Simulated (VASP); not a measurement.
Input of a VASP 6.6.1 run:

File INCAR:

```
SYSTEM = V
PREC     = Accurate       ! precision mode
ENCUT    = 520            ! plane-wave cutoff, eV
EDIFF    = 1E-7           ! SCF threshold, eV
ISMEAR   = -1             ! smearing method
SIGMA    = 0.05           ! smearing width, eV
LREAL    = .FALSE.        ! projectors in reciprocal space
LASPH    = .TRUE.         ! aspherical terms in the spheres
NELM     = 150            ! most SCF steps
ALGO     = Normal         ! electronic algorithm
ISIF     = 2              ! what is computed and relaxed
LWAVE    = .FALSE.        ! write WAVECAR
LCHARG   = .TRUE.         ! write CHGCAR
ISPIN    = 2              ! spin polarisation
MAGMOM   = 2              ! initial moments
LORBIT   = 11             ! projections on sites
LMAXMIX  = 4              ! l up to which the mixer works
GGA      = PE             ! functional
LELF     = .TRUE.         ! ELF
LVHAR    = .TRUE.       
NBANDS   = 16             ! bands
```

File KPOINTS:

```
Automatic mesh
0
G
  9 9 9
  0 0 0
```

File POSCAR:

```
V
1.0
   -1.5143500000      1.5143500000      1.5143500000
    1.5143500000     -1.5143500000      1.5143500000
    1.5143500000      1.5143500000     -1.5143500000
V
1
Direct
    0.0000000000      0.0000000000      0.0000000000
```

Potentials or basis: VASP PAW PBE potentials, release 64 (V_sv).

Command:

```console
$ cat potpaw_PBE.64/V_sv/POTCAR > POTCAR
$ mpirun -np 1 vasp_std > vasp.out
```

Q: Predict the site moments.

A: V +0.12 μB.

Q: Estimate the pressure.

A: -5.3 GPa.

Q: What does it give for the net moment?

A: 0.15 μB per cell.
